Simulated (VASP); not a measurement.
## MgO2: single point with PBEsol

The system is MgO2.

```
Mg O
1.0
     1.60476    0.92651    3.63374
    -1.60476    0.92651    3.63374
     0.00000   -1.85302    3.63374
Mg O
1 2
Direct
  0.00000 0.00000 0.00000
  0.42879 0.42879 0.42879
  0.57121 0.57121 0.57121
```

This cell differs from its parent crystal: strain +0.000 along x and y, +0.040 along z.

```json
{
 "Program": "VASP 6.6.1",
 "Task": "single point",
 "Functional": "PBEsol",
 "Potentials or basis": "VASP PAW PBE potentials, release 64 (Mg, O)",
 "Cutoff": "520 eV",
 "k mesh": "12 × 12 × 12",
 "Occupations": "gaussian, width 0.05 eV",
 "Spin": "no spin polarisation"
}
```

```yaml
Pressure: -11.0 GPa
Largest_force: 0.962 eV/Å
Band_gap_on_the_k_mesh: 1.45 eV, direct
```

Forces on the atoms (eV/Å):
```
Mg   0.000  0.000  0.000
O    0.000  0.000  0.962
O    0.000  0.000 -0.962
```

Stress tensor (GPa, compression positive):
```
 -4.85   0.00   0.00
  0.00  -4.85   0.00
  0.00   0.00 -23.35
```

Levels at points of the mesh, in eV from the valence-band top:
```tsv
k point	band 3	band 4	band 5	band 6	band 7	band 8	band 9	band 10	band 11	band 12
(0.00, 0.00, 0.00)	-7.24	-2.82	-2.82	-0.70	-0.70	4.14	4.69	11.46	13.20	15.02
(0.50, 0.00, 0.00)	-6.26	-5.56	-3.17	-1.21	-1.15	3.44	8.68	10.24	12.36	13.54
(0.50, 0.50, 0.00)	-5.66	-4.93	-3.79	-2.15	-0.16	2.74	8.12	11.10	11.83	12.22
(0.50, 0.50, 0.50)	-4.69	-3.29	-3.29	0.00	0.00	1.45	5.33	8.84	14.41	14.41
```

It took 44 s on 1 thread of Intel(R) Xeon(R) 6975P-C (Granite Rapids), on a shared host, peak memory 0.22 GiB.

Caveat: the cell differs from its parent crystal (strain +0.000 along x and y, +0.040 along z); the PAW data sets were made with another functional, which shifts forces and pressure a little. A k mesh can miss the band edges.
